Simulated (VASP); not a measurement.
The system is Ge.

```
CELL_PARAMETERS angstrom
0.00000 2.77116 2.77116
2.77116 0.00000 2.77116
2.77116 2.77116 0.00000
ATOMIC_POSITIONS crystal
Ge 0.75000 0.75000 0.75000
Ge 0.50000 0.50000 0.50000
```

This cell differs from its parent crystal: volume scaled by 0.94.

Base run:

```yaml
Program: VASP 6.6.1
Functional: LDA
Potentials_or_basis: VASP PAW LDA potentials, release 64 (Ge_d)
Cutoff: 520 eV
k_mesh: 8 × 8 × 8
Occupations: fermi-dirac, width 0.05 eV
Spin: no spin polarisation
```

Its results: band gap on the k mesh 0.26 eV, indirect (least direct gap 0.43 eV); pressure 3.7 GPa.

Question: The run is repeated on the same cell with these changes: functional from LDA to r2SCAN; potentials or basis from VASP PAW LDA potentials, release 64 (Ge_d) to VASP PAW PBE potentials, release 64 (Ge_d). What comes out?

Answer: Band gap on the k mesh 0.66 eV, indirect (least direct gap 1.01 eV); pressure 6.1 GPa.

Caveats: the PAW data sets were made with another functional, which shifts forces and pressure a little (some runs).

A k mesh can miss the band edges.
